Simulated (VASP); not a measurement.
A run of VASP 6.6.1 is set up as follows.

File INCAR:

```
SYSTEM = TaAs
PREC = Accurate ; ENCUT = 520
EDIFF = 1E-6 ; ISMEAR = 0
SIGMA = 0.05 ; LREAL = .FALSE.
LASPH = .TRUE. ; NELM = 60
ALGO = Normal ; ISIF = 2
LWAVE = .FALSE. ; LCHARG = .FALSE.
GGA = PE ; NBANDS = 24
```

Contents of KPOINTS:

```
regular mesh
0
G
  16 16 16
  0 0 0
```

POSCAR

```
TaAs
1.0
   -1.7313527948      1.7313527948      5.8680907028
    1.7313527948     -1.7313527948      5.8680907028
    1.7313527948      1.7313527948     -5.8680907028
Ta As
2 2
Direct
    0.5001693557      1.0001693557      0.5000000000
    0.7501693557      0.7501693557      0.0000000000
    0.0824300643      0.5824300643      0.5000000000
    0.3324300643      0.3324300643      0.0000000000
```

Potentials or basis: VASP PAW PBE potentials, release 64 (Ta_pv, As).

The run is started by

```sh
$ cat potpaw_PBE.64/Ta_pv/POTCAR potpaw_PBE.64/As/POTCAR > POTCAR
$ mpirun -np 1 vasp_std > vasp.out
```

Task: Estimate the pressure.

Result: 0.4 GPa.

Task: Predict the band gap on the k mesh.

Result: Zero (band 16 reaches 6.92 eV, above the bottom of band 17 at 6.86 eV).

Stress tensor (GPa, compression positive):
```
0.47 0.00 0.00
0.00 0.47 0.00
0.00 0.00 0.35
```

Caveat: spin-orbit coupling is left out, which moves the levels of the heavy elements.
